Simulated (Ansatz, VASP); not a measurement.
# Two plane-wave programs on ZnS

```
Zn S
1.0
     3.83118    0.00000    0.00000
    -1.91559    3.31790    0.00000
     0.00000    0.00000    6.29038
Zn S
2 2
Direct
  0.33333 0.66667 0.00544
  0.66667 0.33333 0.50544
  0.33333 0.66667 0.37956
  0.66667 0.33333 0.87956
```

Alike in both runs: task single point; functional PBEsol; k mesh 9 × 9 × 6; occupations gaussian, width 0.05 eV; no spin polarisation.

```csv
,VASP,Ansatz
version,VASP 6.6.1,Ansatz 0.2.0
potentials or method,"VASP PAW PBE potentials, release 64 (Zn, S), cutoff 520 eV","scalar-relativistic, plane waves, PAW"
valence electrons in the cell,36,36
```

VASP gave:

| Property | Result |
| --- | --- |
| gap on the k mesh at the Fermi level (eV) | 1.99 |
| least direct gap on the mesh (eV) | 1.99 |
| pressure (GPa) | -2.6 |
| traceless stress, the component that is largest in VASP (GPa) | -0.07 |
| rms of the force components (eV/Å) | 0.005 |

**Question.** Which values does Ansatz return?

**Answer.** gap on the k mesh at the Fermi level (eV): 1.98; least direct gap on the mesh (eV): 1.98; pressure (GPa): -2.8; traceless stress, the component that is largest in VASP (GPa): -0.06; rms of the force components (eV/Å): 0.005.

VASP's potentials were made for PBE, not for PBEsol. Atom by atom the forces differ by 0.000 eV/Å (rms over components).
